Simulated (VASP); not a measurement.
Runs of VASP 6.6.1 on Ga3BO3. The structure is that of space group Pm-3m (No. 221), or close to it. The cells are those of the table. 

```csv
task,cell,k mesh,cutoff (eV),gap on the mesh (eV),pressure (GPa),relaxed volume (Å³/atom)
single point,"a = 4.251 Å, 7 atoms",4 × 4 × 4,520,none,(a),-
single point,"a = 4.251 Å, 7 atoms",10 × 10 × 10,520,none,0.4,-
relaxation of cell and atoms,"relaxed from a = 4.251 Å, 7 atoms",10 × 10 × 10,600,none,-0.1,11.01
relaxation of cell and atoms,"relaxed from a = 4.534 Å, 7 atoms",4 × 4 × 4,600,none,-0.1,11.01
```

Alike in all rows: level PBE; potentials or basis VASP PAW PBE potentials, release 64 (Ga_d, B, O); no spin polarisation; smearing gaussian 0.1 eV.

Question: Fill in the values left out.

Answer: (a) 0.5.

Caveats: some runs use coarse meshes; the volume moved by over 15 % at a fixed basis, so the end points are rough (some runs).

A k mesh can miss the band edges, and the runs leave out spin-orbit coupling on Ga.

A gap of «none» marks levels without a gap at the run's occupations.
